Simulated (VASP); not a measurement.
# ZnS (P6_3mc) in VASP: notebook, part 2 of 2

VASP 6.6.1. The steps go on from the part before.

## Step 4: Single point, PBE (strain -0.080 along x and y, +0.000 along z)

File INCAR:

```
  ALGO = Normal
  EDIFF = 1E-6
  ENCUT = 520
  GGA = PE
  ISIF = 2
  ISMEAR = 0
  LASPH = True
  LCHARG = False
  LREAL = False
  LWAVE = False
  NBANDS = 26
  NELM = 80
  PREC = Accurate
  SIGMA = 0.05
```

File KPOINTS:

```
k-points
0
Gamma
  12 12 4
```

File POSCAR:

```
ZnS
1.0
    3.5378535486      0.0000000000      0.0000000000
   -1.7689267743      3.0638710479      0.0000000000
    0.0000000000      0.0000000000      6.3053333116
Zn S
2 2
Direct
    0.3333333333      0.6666666667      0.0052197901
    0.6666666667      0.3333333333      0.5052197901
    0.3333333333      0.6666666667      0.3797802099
    0.6666666667      0.3333333333      0.8797802099
```

Potentials or basis: VASP PAW PBE potentials, release 64 (Zn, S).

Command:

```
$ cat potpaw_PBE.64/Zn/POTCAR potpaw_PBE.64/S/POTCAR > POTCAR
$ mpirun -np 1 vasp_std > vasp.out
```

OUTCAR:

```text
EDIFF = 1E-6
   ENCUT = 520
   GGA = PE
   ISIF = 2
   ISMEAR = 0
   LASPH = True
   LREAL = False
   NELM = 80
   PREC = Accurate

 ion  position               nearest neighbor table
   1  0.333  0.667  0.005-   4 2.19   4 2.19   4 2.19   3 2.36
   2  0.667  0.333  0.505-   3 2.19   3 2.19   3 2.19   4 2.36
   3  0.333  0.667  0.380-   2 2.19   2 2.19   2 2.19   1 2.36
   4  0.667  0.333  0.880-   1 2.19   1 2.19   1 2.19   2 2.36

  LATTYP: Found a hexagonal cell.
 ALAT       =     3.5378535486
 C/A-ratio  =     1.7822482545

  Lattice vectors:

 A1 = (   3.5378535486,   0.0000000000,   0.0000000000)
 A2 = (  -1.7689267743,   3.0638710479,   0.0000000000)
 A3 = (   0.0000000000,   0.0000000000,   6.3053333116)

Analysis of symmetry for initial positions (statically):
=====================================================================
 Subroutine PRICEL returns:
 Original cell was already a primitive cell.

 Routine SETGRP: Setting up the symmetry group for a
 hexagonal supercell.

 Subroutine GETGRP returns: Found 12 space group operations
 (whereof  6 operations were pure point group operations)
 out of a pool of 24 trial point group operations.

The static configuration has the point symmetry C_3v.
 The point group associated with its full space group is C_6v.

Analysis of symmetry for dynamics (positions and initial velocities):
=====================================================================
 Subroutine PRICEL returns:
 Original cell was already a primitive cell.

 Routine SETGRP: Setting up the symmetry group for a
 hexagonal supercell.

 Subroutine GETGRP returns: Found 12 space group operations
 (whereof  6 operations were pure point group operations)
 out of a pool of 24 trial point group operations.

The dynamic configuration has the point symmetry C_3v.
 The point group associated with its full space group is C_6v.

 Subroutine INISYM returns: Found 12 space group operations
 (whereof  6 operations are pure point group operations),
 and found     1 'primitive' translations

----------------------------------------------------------------------------------------

                                     Primitive cell

  volume of cell :      68.3468

  direct lattice vectors                    reciprocal lattice vectors
     3.537853549  0.000000000  0.000000000     0.282657263  0.163192247  0.000000000
    -1.768926774  3.063871048  0.000000000     0.000000000  0.326384493  0.000000000
     0.000000000  0.000000000  6.305333312     0.000000000  0.000000000  0.158595898

  length of vectors
     3.537853549  3.537853549  6.305333312     0.326384493  0.326384493  0.158595898

  position of ions in fractional coordinates (direct lattice)
     0.333333333  0.666666667  0.005219790
     0.666666667  0.333333333  0.505219790
     0.333333333  0.666666667  0.379780210
     0.666666667  0.333333333  0.879780210

  ion indices of the primitive-cell ions
   primitive index   ion index
                 1           1
                 2           2
                 3           3
                 4           4

----------------------------------------------------------------------------------------

 KPOINTS: k-points

Automatic generation of k-mesh.
 Grid dimensions read from file:
 generate k-points for:   12   12    4

 Generating k-lattice:

  Cartesian coordinates                     Fractional coordinates (reciprocal lattice)
     0.023554772  0.013599354  0.000000000     0.083333333  0.000000000  0.000000000
     0.000000000  0.027198708  0.000000000     0.000000000  0.083333333  0.000000000
     0.000000000  0.000000000  0.039648975     0.000000000  0.000000000  0.250000000

  Length of vectors
     0.027198708  0.027198708  0.039648975

  Shift w.r.t. Gamma in fractional coordinates (k-lattice)
     0.000000000  0.000000000  0.000000000

 Subroutine IBZKPT returns following result:
 ===========================================

 Found     57 irreducible k-points:

 Following reciprocal coordinates:
            Coordinates               Weight
  0.000000  0.000000  0.000000      1.000000
  0.083333  0.000000  0.000000      6.000000
  0.166667  0.000000  0.000000      6.000000
  0.250000 -0.000000  0.000000      6.000000
  0.333333  0.000000  0.000000      6.000000
  0.416667 -0.000000  0.000000      6.000000
[... 16 lines left out ...]
  0.250000 -0.000000  0.250000     12.000000
  0.333333  0.000000  0.250000     12.000000
 [... further k-points ...]
   k-points           NKPTS =     57   k-points in BZ     NKDIM =     57   number of bands    NBANDS=     26
   number of dos      NEDOS =    301   number of ions     NIONS =      4
   total plane-waves  NPLWV =  37632
   dimension x,y,z NGX =    28 NGY =   28 NGZ =   48
   dimension x,y,z NGXF=    56 NGYF=   56 NGZF=   96
   ions per type =               2   2
   NGX,Y,Z   is equivalent  to a cutoff of  13.16, 13.16, 12.66 a.u.
   NGXF,Y,Z  is equivalent  to a cutoff of  26.31, 26.31, 25.31 a.u.
 SYSTEM =  unknown system
   PREC   = accura    normal or accurate (medium, high low for compatibility)
   ISTART =      0    job   : 0-new  1-cont  2-samecut
   ICHARG =      2    charge: 1-file 2-atom 10-const
   ISPIN  =      1    spin polarized calculation?
   LNONCOLLINEAR =      F non collinear calculations
   LSORBIT =      F    spin-orbit coupling
   LASPH  =      T    aspherical Exc in radial PAW
   ENCUT  =  520.0 eV  38.22 Ry    6.18 a.u.   6.58  6.58 11.72*2*pi/ulx,y,z
   NELM   =     80;   NELMIN=  2; NELMDL= -5     # of ELM steps
   EDIFF  = 0.1E-05   stopping-criterion for ELM
   LREAL  =      F    real-space projection
   EDIFFG = 0.1E-04   stopping-criterion for IOM
   NSW    =      0    number of steps for IOM
   IBRION =     -1    ionic relax: 0-MD 1-quasi-New 2-CG
   NFREE  =      0    steps in history (QN), initial steepest desc. (CG)
   ISIF   =      2    stress and relaxation
   ISYM   =      2    0-nonsym 1-usesym 2-fastsym
   POTIM  = 0.5000    time-step for ionic-motion
   TEBEG  =    0.0;   TEEND  =   0.0 temperature during run
   PSTRESS=    0.0 pullay stress
   NELECT =      36.0000    total number of electrons
   NUPDOWN=      -1.0000    fix difference up-down
   EMIN   =  10.00;   EMAX   =-10.00  energy-range for DOS
   EFERMI =   0.00;   METHOD = LEGACY
   ISMEAR =     0;   SIGMA  =   0.05  broadening in eV -4-tet -1-fermi 0-gaus
   EFERMI_NEDOS =   21; number of points for ismear=-14 and -15
   IALGO  =     38    algorithm
   IMIX   =      4    mixing-type and parameters
     AMIX     =   0.40;   BMIX     =  1.00
     AMIX_MAG =   1.60;   BMIX_MAG =  1.00
  volume/ion in A,a.u.               =      17.09       115.31
  Fermi-wavevector in a.u.,A,eV,Ry     =   1.322116  2.498437 23.782855  1.747991
  Thomas-Fermi vector in A             =   2.451820
   LORBIT       =      0    0 simple, 1 ext, 2 COOP (PROOUT), +10 PAW based schemes
   GGA     = PE    functional components
   LHFCALC =     F    Hartree Fock is set to
   AEXX    =    0.0000 exact exchange contribution
   IVDW    =     0    specifies the selected vdW correction
   LEPSILON=     F    determine dielectric tensor
   LRPA    =     F    only Hartree local field effects (RPA)
 non-spin polarized calculation
 Gauss-broadening in eV      SIGMA  =   0.05
  energy-cutoff  :      520.00
  volume of cell :       68.35
 maximum number of plane-waves:      1871
 NGX is ok and might be reduce to    28
   NGX = 13   NGY = 13   NGZ = 23

 number of electron      35.9999986 magnetization

 Free energy of the ion-electron system (eV)
  ---------------------------------------------------
  ext. energy  EPLUGINS =         0.00000000
  ---------------------------------------------------
  free energy    TOTEN  =       -12.91285894 eV

  energy without entropy =      -12.91285894  energy(sigma->0) =      -12.91285894

 E-fermi :   4.0109     XC(G=0): -10.3202

 val. band max:        3.7414645523   @ k =   0.0000   0.0000   0.0000
 cond. band min:       6.1361276374   @ k =   0.0000   0.0000   0.0000
 fundamental gap:      2.3946630851
 Fermi energy:         4.0108778758

 k-point     1 :       0.0000    0.0000    0.0000
  band No.  band energies     occupation
      1     -10.7127      2.00000
      2      -9.7305      2.00000
      3      -3.4890      2.00000
      4      -3.4890      2.00000
      5      -3.4408      2.00000
      6      -3.4119      2.00000
[... 685 lines left out ...]
     25      13.1226      0.00000
     26      13.9867      0.00000

 [... further k-points ...]

------------------------ aborting loop because EDIFF is reached ----------------------------------------

  FORCE on cell =-STRESS in cart. coord.  units (eV):
  Direction    XX          YY          ZZ          XY          YZ          ZX
  --------------------------------------------------------------------------------------
  -------------------------------------------------------------------------------------
  Total       10.1243056     10.1243056      2.7472828      0.0000000     -0.0000000      0.0000000
  in kB      237.3326253    237.3326253     64.4014380      0.0000000     -0.0000000      0.0000000
  external PRESSURE =     179.6888962 kB  Pullay stress =       0.0000000 kB

 VOLUME and BASIS-vectors are now :
 -----------------------------------------------------------------------------
  energy-cutoff  :      520.00
  volume of cell :       68.35
      direct lattice vectors                 reciprocal lattice vectors
     3.537853549  0.000000000  0.000000000     0.282657263  0.163192247  0.000000000
    -1.768926774  3.063871048  0.000000000     0.000000000  0.326384493  0.000000000
     0.000000000  0.000000000  6.305333312     0.000000000  0.000000000  0.158595898

 POSITION                                       TOTAL-FORCE (eV/Angst)
 -----------------------------------------------------------------------------------
     -0.00000      2.04258      0.03291         0.000000     -0.000000      0.968105
      1.76893      1.02129      3.18558        -0.000000      0.000000      0.968105
     -0.00000      2.04258      2.39464        -0.000000     -0.000000     -0.968105
      1.76893      1.02129      5.54731         0.000000     -0.000000     -0.968105
 -----------------------------------------------------------------------------------
    total drift:                               -0.000001     -0.000001     -0.000478

  FREE ENERGIE OF THE ION-ELECTRON SYSTEM (eV)
  ---------------------------------------------------
  free  energy   TOTEN  =       -12.9128589439 eV

  energy  without entropy=      -12.9128589439  energy(sigma->0) =      -12.91285894
```

stdout:

```text
POSCAR found type information on POSCAR ZnS
 POSCAR found :  2 types and       4 ions
 scaLAPACK will be used
 LDA part: xc-table for (Slater+PW92), standard interpolation
 POSCAR, INCAR and KPOINTS ok, starting setup
 FFT: planning ... GRIDC
 FFT: planning ... GRID_SOFT
 FFT: planning ... GRID
 WAVECAR not read
 entering main loop
```

Wall time 46 s (1 thread of Intel Xeon 6975P-C (Granite Rapids), shared host); peak memory 0.23 GiB.

What came out:

| Item | Value |
| --- | --- |
| Free energy | -12.9129 eV |
| Pressure | 18.0 GPa |
| Largest force | 0.968 eV/Å |
| Band gap on the k mesh | 2.39 eV |

Forces in eV/Å, atoms in the order of the input:
```
Zn   0.000  0.000  0.968
Zn   0.000  0.000  0.968
S    0.000  0.000 -0.968
S    0.000  0.000 -0.968
```

Levels at points of the mesh, in eV from the valence-band top:
```tsv
k point	band 16	band 17	band 18	band 19	band 20	band 21
(0.00, 0.00, 0.00)	-0.55	0.00	0.00	2.39	3.89	5.70
(0.50, 0.00, 0.00)	-2.60	-2.28	-1.30	3.73	4.10	4.62
(0.00, 0.00, 0.50)	-0.45	-0.45	-0.45	4.25	4.25	6.50
(0.50, 0.00, 0.50)	-2.40	-1.99	-1.99	3.18	3.18	4.86
```

Caveat: the cell differs from its parent crystal (strain -0.080 along x and y, +0.000 along z); the cell stands under pressure. A k mesh can miss the band edges.

## Step 5: Single point, PBE (strain -0.040 along x and y, -0.080 along z)

File INCAR:

```
SYSTEM = ZnS
  ALGO = Normal
  EDIFF = 1E-6
  ENCUT = 520
  GGA = PE
  ISIF = 2
  ISMEAR = 0
  LASPH = .TRUE.
  LCHARG = .FALSE.
  LREAL = .FALSE.
  LWAVE = .FALSE.
  NBANDS = 26
  NELM = 60
  PREC = Accurate
  SIGMA = 0.05
```

File KPOINTS:

```
k-points
0
G
  12 12 4
  0 0 0
```

File POSCAR:

```
ZnS
1.0
    3.6916732681      0.0000000000      0.0000000000
   -1.8458366340      3.1970828326      0.0000000000
    0.0000000000      0.0000000000      5.8009066467
Zn S
2 2
Direct
    0.3333333333      0.6666666667      0.0052197901
    0.6666666667      0.3333333333      0.5052197901
    0.3333333333      0.6666666667      0.3797802099
    0.6666666667      0.3333333333      0.8797802099
```

Command:

```
$ cat potpaw_PBE.64/Zn/POTCAR potpaw_PBE.64/S/POTCAR > POTCAR
$ mpirun -np 1 vasp_std > vasp.out
```

Run time: 48 s. Hardware: 1 thread of Intel Xeon 6975P-C (Granite Rapids), shared host; peak memory 0.23 GiB.

It converged, with:

* Free energy: -13.0672 eV
* Pressure: 17.1 GPa
* Largest force: 0.602 eV/Å
* Band gap on the k mesh: 2.89 eV

Forces on the atoms (eV/Å):
```
Zn   0.000  0.000 -0.602
Zn   0.000  0.000 -0.602
S    0.000  0.000  0.602
S    0.000  0.000  0.602
```

Stress tensor (GPa, compression positive):
```
13.48  0.00  0.00
 0.00 13.48  0.00
 0.00  0.00 24.39
```

Levels at points of the mesh, in eV from the valence-band top:
```csv
k point,band 15,band 16,band 17,band 18,band 19,band 20,band 21,band 22
"(0.00, 0.00, 0.00)",-1.32,-0.06,-0.06,0.00,2.89,2.97,5.96,5.96
"(0.50, 0.00, 0.00)",-3.99,-2.95,-2.12,-1.06,3.28,4.62,5.18,6.65
"(0.00, 0.00, 0.50)",-0.73,-0.73,-0.73,-0.73,3.70,3.70,6.46,6.46
"(0.50, 0.00, 0.50)",-2.09,-2.09,-1.84,-1.84,3.58,3.58,5.23,5.23
```

Caveat: the cell differs from its parent crystal (strain -0.040 along x and y, -0.080 along z); the cell stands under pressure. A k mesh can miss the band edges.

## Step 6: Summary

| cell | gap on the mesh (eV) | pressure (GPa) | largest force (eV/Å) |
| --- | --- | --- | --- |
| a = 3.538, b = 3.538, c = 5.801 Å, angles 90.0, 90.0, 120.0°, 4 atoms | 3.27 | 30.4 | 0.08 |
| a = 3.538, b = 3.538, c = 6.053 Å, angles 90.0, 90.0, 120.0°, 4 atoms | 2.85 | 23.3 | 0.68 |
| a = 3.538, b = 3.538, c = 6.305 Å, angles 90.0, 90.0, 120.0°, 4 atoms | 2.39 | 18.0 | 0.97 |
| a = 3.692, b = 3.692, c = 5.801 Å, angles 90.0, 90.0, 120.0°, 4 atoms | 2.89 | 17.1 | 0.60 |

Alike in all rows: task single point; level PBE; potentials or basis VASP PAW PBE potentials, release 64 (Zn, S); no spin polarisation; k mesh 12 × 12 × 4; cutoff (eV) 520; smearing gaussian 0.05 eV.

Caveats: the cell stands under pressure.

Total energies depend on the potentials used, so only differences within one code and one set of settings carry meaning.
